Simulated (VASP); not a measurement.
# Al: single point with PBE

Al:

```
CELL_PARAMETERS angstrom
-1.57206 1.57206 1.61751
1.57206 -1.57206 1.61751
1.66296 1.66296 -1.61751
ATOMIC_POSITIONS crystal
Al 0.00000 0.00000 0.00000
```

This cell differs from its parent crystal: strain +0.0562 x Voigt [0, 0, 0, 0, 0, 1].

| Property | Result |
| --- | --- |
| Program | VASP 6.6.1 |
| Task | single point |
| Functional | PBE |
| Potentials or basis | VASP PAW PBE potentials, release 64 (Al) |
| Cutoff | 520 eV |
| k mesh | 26 × 26 × 26 |
| Occupations | gaussian, width 0.15 eV |
| Spin | no spin polarisation |

The pressure is 0.3 GPa. The band gap on the k mesh is zero (an odd number of electrons rules out a gap without spin polarisation).

Stress tensor (GPa, compression positive):
```
 0.27 -2.28  0.00
-2.28  0.27  0.00
 0.00  0.00  0.26
```

Levels at points of the mesh, in eV from the Fermi level:
```
           k point  band 1  band 2  band 3  band 4
(0.00, 0.00, 0.00)  -10.95   12.75   12.75   13.47
(0.50, 0.00, 0.00)   -4.22   -3.82    7.72    8.09
(0.50, 0.50, 0.00)   -3.96   -3.29    7.45    8.08
(0.00, 0.00, 0.50)   -4.45   -4.34    8.36    8.52
(0.50, 0.50, 0.50)    1.59    1.82    2.13    3.03
```

It took 85 s on 1 thread of Intel(R) Xeon(R) 6975P-C (Granite Rapids), on a shared host, peak memory 0.37 GiB.

Caveat: the cell differs from its parent crystal (strain +0.0562 x Voigt [0, 0, 0, 0, 0, 1]).
